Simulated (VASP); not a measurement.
Runs of VASP 6.6.1 on Cs. The structure is that of space group Pm-3m (No. 221), or close to it. The cells are those of the table. This isn't the form of Cs at room conditions, which is bcc.

```csv
cell,gap on the mesh (eV),pressure (GPa)
"a = 5.269 Å, 1 atom",none,0.0
"a = 5.400 Å, 1 atom",none,-0.1
"a = 5.058 Å, 1 atom",none,(a)
"a = 5.200 Å, 1 atom",none,0.0
```

Alike in all rows: task single point; level revPBE; potentials or basis VASP PAW PBE potentials, release 64 (Cs_sv); no spin polarisation; k mesh 7 × 7 × 7; cutoff (eV) 520; smearing fermi-dirac 0.1 eV.

Question: Estimate the missing entries.

Answer: (a) 0.1.

Caveats: the PAW data sets were made with another functional, which shifts forces and pressure a little; spin-orbit coupling is left out, which moves the levels of the heavy elements.

A k mesh can miss the band edges, and the runs leave out spin-orbit coupling on Cs.

A gap of «none» marks levels without a gap at the run's occupations.
